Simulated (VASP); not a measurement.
Set up this calculation in VASP 6.6.1, as the native input.

```yaml
Task: single point
Functional: r2SCAN
Potentials_or_basis: VASP PAW PBE potentials, release 64 (Nb_sv)
Cutoff: 520 eV
k_mesh: 15 × 15 × 13
Occupations: fermi-dirac, width 0.1 eV
Spin: no spin polarisation
Dipole_correction: no
Further_INCAR_settings: ALGO = Normal; EDIFF = 1e-07; NBANDS = 20
```

Crystal: Nb.

```
Nb
1.0
    -3.34921    3.35298    1.31430
     3.35298   -3.34921    1.31430
     1.83264    1.83264   -1.30740
Nb
2
Direct
  0.00012 0.99988 0.00000
  0.74988 0.25012 0.50000
```

These files were run (other wordings do the same):

POSCAR

```
Nb
1.0
   -3.3492146085      3.3529780135      1.3142963322
    3.3529780135     -3.3492146085      1.3142963322
    1.8326442906      1.8326442906     -1.3074036491
Nb
2
Direct
    0.0001219694      0.9998780306      1.0000000000
    0.7498780306      0.2501219694      0.5000000000
```

INCAR.step1

```
SYSTEM = Nb
PREC     = Accurate       ! precision mode
ENCUT    = 520            ! plane-wave cutoff, eV
ISMEAR   = -1             ! smearing method
SIGMA    = 0.1            ! smearing width, eV
LREAL    = .False.        ! projectors in reciprocal space
LASPH    = .True.         ! aspherical terms in the spheres
NELM     = 100            ! most SCF steps
NBANDS   = 20             ! bands
GGA      = PE             ! functional
ALGO     = Normal         ! electronic algorithm
EDIFF    = 1E-4           ! SCF threshold, eV
LWAVE    = .True.         ! write WAVECAR
LCHARG   = .False.        ! write CHGCAR
```

INCAR.step2

```
SYSTEM = Nb
PREC     = Accurate       ! precision mode
ENCUT    = 520            ! plane-wave cutoff, eV
EDIFF    = 1E-7           ! SCF threshold, eV
ISMEAR   = -1             ! smearing method
SIGMA    = 0.1            ! smearing width, eV
LREAL    = .False.        ! projectors in reciprocal space
LASPH    = .True.         ! aspherical terms in the spheres
NELM     = 100            ! most SCF steps
ALGO     = Normal         ! electronic algorithm
ISIF     = 2              ! what is computed and relaxed
LWAVE    = .False.        ! write WAVECAR
LCHARG   = .False.        ! write CHGCAR
METAGGA  = R2SCAN         ! meta-GGA
LMIXTAU  = .True.       
NBANDS   = 20             ! bands
ISTART   = 1
```

KPOINTS

```
Automatic mesh
0
Gamma
  15 15 13
  0 0 0
```

Potentials or basis: VASP PAW PBE potentials, release 64 (Nb_sv).

Launch:

```bash
$ cat potpaw_PBE.64/Nb_sv/POTCAR > POTCAR
$ cp INCAR.step1 INCAR
$ mpirun -np 1 vasp_std > vasp.out
$ cp INCAR.step2 INCAR
$ mpirun -np 1 vasp_std > vasp.out
```

Results of the run:

```
Pressure               : 27.3 GPa
Largest force          : 0.018 eV/Å
Band gap on the k mesh : zero (bands 13 and 14 overlap by 3.59 eV)
```

Caveat: the cell stands under pressure; the PAW data sets were made with another functional, which shifts forces and pressure a little.

It took 40 min on 1 thread of AMD EPYC 9R45 96-Core Processor (Zen 5), on a shared host, peak memory 0.48 GiB.
